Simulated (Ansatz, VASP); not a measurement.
# One calculation of Ti, two programs

```xyz
1
Lattice="0.0000 2.0633 2.0633 2.0633 0.0000 2.0633 2.0633 2.0633 0.0000" Properties=species:S:1:pos:R:3 pbc="T T T"
Ti    0.0000    0.0000    0.0000
```

Alike in both runs: task single point; functional r2SCAN; k mesh 12 × 12 × 12; occupations fermi-dirac, width 0.1 eV; no spin polarisation.

|  | VASP | Ansatz |
| --- | --- | --- |
| version | VASP 6.6.1 | Ansatz 0.2.0 |
| potentials or method | VASP PAW PBE potentials, release 64 (Ti_sv), cutoff 520 eV | plane waves, PAW |
| valence electrons in the cell | 12 | 12 |

```tsv
	VASP	Ansatz	Ansatz less VASP
pressure (GPa)	-0.7	-1.1	-0.36
```

VASP's potentials were made for PBE, not for r2SCAN. Ansatz's warnings: stress scf threshold loose.
